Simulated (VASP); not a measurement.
**MgZnTe2: single point with r2SCAN**

MgZnTe2:

```
Mg Te Zn
1.0
     4.47661    0.00000    0.00000
     0.00000    4.47661    0.00000
     0.00000    0.00000    6.40479
Mg Te Zn
1 2 1
Direct
  0.00000 0.00000 0.00000
  0.00000 0.50000 0.26494
  0.50000 0.00000 0.73506
  0.50000 0.50000 0.50000
```

This cell differs from its parent crystal: volume changed by +3%.

```yaml
Program: VASP 6.6.1
Task: single point
Functional: r2SCAN
Potentials_or_basis: VASP PAW PBE potentials, release 64 (Mg, Te, Zn)
Cutoff: 520 eV
k_mesh: 6 × 6 × 4
Occupations: gaussian, width 0.01 eV
Spin: no spin polarisation
```

The pressure is -1.2 GPa and the largest force is 0.015 eV/Å. The band gap on the k mesh is 1.99 eV, direct.

Forces in eV/Å, atoms in the order of the input:
```
Mg   0.000  0.000  0.000
Te   0.000  0.000 -0.015
Te   0.000  0.000  0.015
Zn   0.000  0.000  0.000
```

Levels at points of the mesh, in eV from the valence-band top:
| k point | band 9 | band 10 | band 11 | band 12 | band 13 | band 14 | band 15 | band 16 | band 17 | band 18 |
| --- | --- | --- | --- | --- | --- | --- | --- | --- | --- | --- |
| (0.00, 0.00, 0.00) | -1.60 | -1.60 | -0.03 | 0.00 | 0.00 | 1.99 | 3.00 | 3.60 | 5.41 | 5.42 |
| (0.50, 0.00, 0.00) | -2.81 | -2.12 | -1.80 | -0.70 | -0.57 | 3.53 | 4.81 | 5.92 | 5.92 | 6.35 |
| (0.50, 0.50, 0.00) | -3.26 | -1.69 | -1.65 | -1.65 | -1.53 | 2.82 | 3.01 | 3.01 | 3.81 | 9.99 |
| (0.00, 0.00, 0.50) | -1.95 | -1.19 | -1.19 | -0.64 | -0.64 | 3.19 | 3.88 | 4.30 | 4.70 | 6.99 |
| (0.50, 0.00, 0.50) | -3.71 | -0.71 | -0.66 | -0.59 | -0.55 | 2.28 | 3.62 | 5.52 | 5.62 | 5.68 |
| (0.50, 0.50, 0.50) | -2.88 | -2.30 | -2.22 | -1.93 | -1.93 | 4.95 | 4.95 | 4.96 | 5.85 | 6.37 |

It took 3.2 min on 1 thread of Intel(R) Xeon(R) Platinum 8375C CPU @ 2.90GHz (Ice Lake), with other jobs on the host, peak memory 0.3 GiB.

Caveat: the PAW data sets were made with another functional, which shifts forces and pressure a little; spin-orbit coupling is left out, which moves the levels of the heavy elements. A k mesh can miss the band edges.
